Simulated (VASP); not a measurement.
Wanted: the native input for a VASP 6.6.1 run.

- Task: single point
- Functional: PBE
- Potentials or basis: VASP PAW PBE potentials, release 64 (Ge_d)
- Cutoff: 500 eV
- k mesh: 14 × 14 × 14
- Occupations: gaussian, width 0.15 eV
- Spin: no spin polarisation
- Dipole correction: no
- Further INCAR settings: ALGO = Normal; EDIFF = 1e-06; NBANDS = 21

The structure of Ge lies in POSCAR:

```
Ge
1.0
    0.0000000000      2.8570577000      2.8287700000
    2.8287700000      0.0000000000      2.8287700000
    2.8287700000      2.8570577000      0.0000000000
Ge
2
Direct
    0.5000000000      0.5000000000      0.5000000000
    0.7500000000      0.7500000000      0.7500000000
```

This cell differs from its parent crystal: strain +0.0100 x Voigt [0, 1, 0, 0, 0, 0].

The input as run:

INCAR

```
PREC = Accurate
ENCUT = 500
EDIFF = 1E-6
ISMEAR = 0
SIGMA = 0.15
LREAL = F
LASPH = T
NELM = 120
ALGO = Normal
ISIF = 2
LWAVE = F
LCHARG = F
GGA = PE
NBANDS = 21
GGA_COMPAT = F
```

KPOINTS

```
regular mesh
0
Gamma
  14 14 14
```

Potentials or basis: VASP PAW PBE potentials, release 64 (Ge_d).

Launch:

```sh
$ cat potpaw_PBE.64/Ge_d/POTCAR > POTCAR
$ mpirun -np 1 vasp_std > vasp.out
```

Results of the run:

* Pressure: 2.8 GPa
* Band gap on the k mesh: zero (filled and empty bands touch)

Caveat: the cell differs from its parent crystal (strain +0.0100 x Voigt [0, 1, 0, 0, 0, 0]).

Wall time 2.7 min on 1 thread of Intel(R) Xeon(R) Platinum 8259CL CPU @ 2.50GHz (Skylake/Cascade Lake), with other jobs on the host, peak memory 0.29 GiB.
